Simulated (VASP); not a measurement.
Input of a VASP 6.6.1 run:

Contents of INCAR:

```
SYSTEM = Br
  PREC = Accurate
  ENCUT = 500
  EDIFF = 1E-6
  ISMEAR = 0
  SIGMA = 0.02
  LREAL = .FALSE.
  LASPH = .TRUE.
  NELM = 120
  ALGO = Normal
  ISIF = 2
  LWAVE = .FALSE.
  LCHARG = .FALSE.
  GGA = PE
  NBANDS = 14
  GGA_COMPAT = .FALSE.
```

File KPOINTS:

```
Automatic mesh
0
G
  6 6 6
  0 0 0
```

Contents of POSCAR:

```
Br
1.0
    0.0000000000      2.9188308497      2.9188308497
    2.9188308497      0.0000000000      2.9188308497
    2.9188308497      2.9188308497      0.0000000000
Br
2
Direct
    1.0000000000      1.0000000000      1.0000000000
    0.2500000000      0.2500000000      0.2500000000
```

Potentials or basis: VASP PAW PBE potentials, release 64 (Br).

Launch:

```console
$ cat potpaw_PBE.64/Br/POTCAR > POTCAR
$ mpirun -np 1 vasp_std > vasp.out
```

(1) What does it give for the pressure?

(2) Estimate the band gap on the k mesh.

## Answers

(1) 30.0 GPa.

(2) zero (bands 7 and 8 overlap by 3.37 eV).

Caveat: the cell stands under pressure.
